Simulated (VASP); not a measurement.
The system is Mo.

```
Mo
1.0
    -1.57342    1.57342    1.57342
     1.57342   -1.57342    1.57342
     1.57342    1.57342   -1.57342
Mo
1
Direct
  0.00000 0.00000 0.00000
```

* Program: VASP 6.6.1
* Task: relaxation of cell and atoms
* Functional: LDA
* Potentials or basis: VASP PAW LDA potentials, release 64 (Mo_sv)
* Cutoff: 600 eV
* k mesh: 10 × 10 × 10
* Occupations: fermi-dirac, width 0.05 eV
* Spin: no spin polarisation

At the start: pressure -8.7 GPa; volume 15.58 Å³/atom.

**Question.** How do energy, volume and symmetry change on relaxing?

**Answer.** Over 3 steps the energy falls by 13.7 meV/atom and the volume is 15.10 Å³/atom (-3.1 %); space group Im-3m (No. 229, to 0.05 Å).

The path:
| step | energy change (eV) | largest force (eV/Å) | pressure (GPa) | volume (Å³) |
| --- | --- | --- | --- | --- |
| 1 | 0.0000 | 0.0000 | -8.70 | 15.58 |
| 2 | 0.1118 | 0.0000 | 32.68 | 13.75 |
| 3 | -0.0137 | 0.0000 | -0.31 | 15.10 |

Final structure:
```
CELL_PARAMETERS angstrom
-1.55721 1.55721 1.55721
1.55721 -1.55721 1.55721
1.55721 1.55721 -1.55721
ATOMIC_POSITIONS crystal
Mo 0.00000 0.00000 0.00000
```
